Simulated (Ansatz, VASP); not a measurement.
## Sc5Al: VASP beside Ansatz

Contents of INCAR:

```
SYSTEM = Sc5Al
  PREC = Accurate
  ENCUT = 520
  EDIFF = 1E-6
  ISMEAR = 0
  SIGMA = 0.1
  LREAL = .False.
  LASPH = .True.
  NELM = 80
  ALGO = Normal
  ISIF = 2
  LWAVE = .False.
  LCHARG = .True.
  GGA = PE
  LELF = .True.
  LVHAR = .True.
  NBANDS = 38
```

Contents of KPOINTS:

```
Automatic mesh
0
Gamma
  6 6 2
  0 0 0
```

POSCAR

```
Sc5Al
1.0
    2.9406800300      0.0000000000      0.0000000000
    0.0000000000      2.9406800300      0.0000000000
    0.0000000000      0.0000000000     12.4762487500
Sc Al
5 1
Direct
    0.0000000000      0.0000000000      0.6666666700
    0.5000000000      0.5000000000      0.8333333300
    0.0000000000      0.0000000000      0.0000000000
    0.5000000000      0.5000000000      0.1666666700
    0.0000000000      0.0000000000      0.3333333300
    0.5000000000      0.5000000000      0.5000000000
```

Input for Ansatz:

```yaml
crystal:
  lattice:
    - [2.94068003, 0.0, 0.0]
    - [0.0, 2.94068003, 0.0]
    - [0.0, 0.0, 12.47624875]
  atoms:
    - { symbol: Sc, position: [0.0, 0.0, 0.66666667] }
    - { symbol: Sc, position: [0.5, 0.5, 0.83333333] }
    - { symbol: Sc, position: [0.0, 0.0, 0.0] }
    - { symbol: Sc, position: [0.5, 0.5, 0.16666667] }
    - { symbol: Sc, position: [0.0, 0.0, 0.33333333] }
    - { symbol: Al, position: [0.5, 0.5, 0.5] }
basis:
  ecutwfc: 420
kpoints:
  mp_grid: { grid: [6, 6, 2] }
hamiltonian:
  xc: pbe
scf:
  occupations: { method: gaussian, width: 0.1 }
  lower_state_search: "off"
output:
  forces: true
  stress: true
  eigenvalues: true
```

Alike in both runs: task single point; functional PBE; k mesh 6 × 6 × 2; occupations gaussian, width 0.1 eV; no spin polarisation.

|  | VASP | Ansatz |
| --- | --- | --- |
| version | VASP 6.6.1 | Ansatz 0.2.0 |
| potentials or method | VASP PAW PBE potentials, release 64 (Sc_sv, Al), cutoff 520 eV | scalar-relativistic, plane waves, PAW |
| valence electrons in the cell | 58 | 58 |

```csv
,VASP,Ansatz,Ansatz less VASP
gap on the k mesh at the Fermi level (eV),none,none,-
pressure (GPa),20.7,20.6,-0.14
"traceless stress, the component that is largest in VASP (GPa)",-1.20,-1.21,-0.007
rms of the force components (eV/Å),0.461,0.460,-0.0015
```

Atom by atom the forces differ by 0.002 eV/Å (rms over components). A gap of «none» marks a metal or a gap that the smearing closes.
